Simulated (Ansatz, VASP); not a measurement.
## Au in VASP and in Ansatz

```xyz
2
Lattice="2.8180 0.0000 0.0000 -1.4090 2.4405 0.0000 0.0000 0.0000 4.7431" Properties=species:S:1:pos:R:3 pbc="T T T"
Au    0.0000    1.6270    3.5573
Au    1.4090    0.8135    1.1858
```

Change from the starting cell: strain -0.025 along x and y, -0.025 along z, atoms carried along.

Alike in both runs: task single point; functional r2SCAN; k mesh 24 × 24 × 12; occupations gaussian, width 0.15 eV; no spin polarisation.

```csv
,VASP,Ansatz
version,VASP 6.6.1,Ansatz 0.2.0
potentials or method,"VASP PAW PBE potentials, release 64 (Au), cutoff 520 eV","scalar-relativistic, plane waves, PAW"
valence electrons in the cell,22,38
```

```csv
,VASP,Ansatz,Ansatz less VASP
gap on the k mesh at the Fermi level (eV),none,none,-
pressure (GPa),14.6,14.1,-0.48
"traceless stress, the component that is largest in VASP (GPa)",-0.87,-0.83,+0.042
```

VASP's potentials were made for PBE, not for r2SCAN. A gap of «none» marks a metal or a gap that the smearing closes. VASP's potentials hold 22 valence electrons a cell and Ansatz's 38, so a difference there can come from the potentials and not from the codes.

Neither program's run includes spin-orbit coupling.
